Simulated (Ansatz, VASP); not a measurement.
## MgV3 in VASP and in Ansatz

```
V Mg
1.0
     3.90307    0.00000    0.00000
     0.00000    3.90307    0.00000
     0.00000    0.00000    3.90307
V Mg
3 1
Cartesian
  0.0000 1.9515 1.9515
  1.9515 0.0000 1.9515
  1.9515 1.9515 0.0000
  0.0000 0.0000 0.0000
```

Alike in both runs: functional PBE; k mesh 12 × 12 × 12; occupations gaussian, width 0.1 eV; collinear spin.

Ansatz relaxed the structure, and its values are those at the end. VASP's run is a single point on that final structure, the one shown.

|  | VASP | Ansatz |
| --- | --- | --- |
| version | VASP 6.6.1 | Ansatz 0.2.0 |
| potentials or method | VASP PAW PBE potentials, release 64 (V_sv, Mg), cutoff 600 eV | scalar-relativistic, plane waves, PAW |
| valence electrons in the cell | 41 | 49 |

|  | VASP | Ansatz | Ansatz less VASP |
| --- | --- | --- | --- |
| gap on the k mesh at the Fermi level (eV) | none | none | - |
| pressure (GPa) | 0.1 | 0.0 | -0.17 |
| net moment per atom (μB) | 0.29 | 0.29 | -0.002 |
| size of the moment on the site where the two differ most (μB) | 0.33 | 0.33 | -0.003 |

Site moments also hang on the region over which each program counts them. A gap of «none» marks a metal or a gap that the smearing closes. VASP's potentials hold 41 valence electrons a cell and Ansatz's 49, so a difference there can come from the potentials and not from the codes.
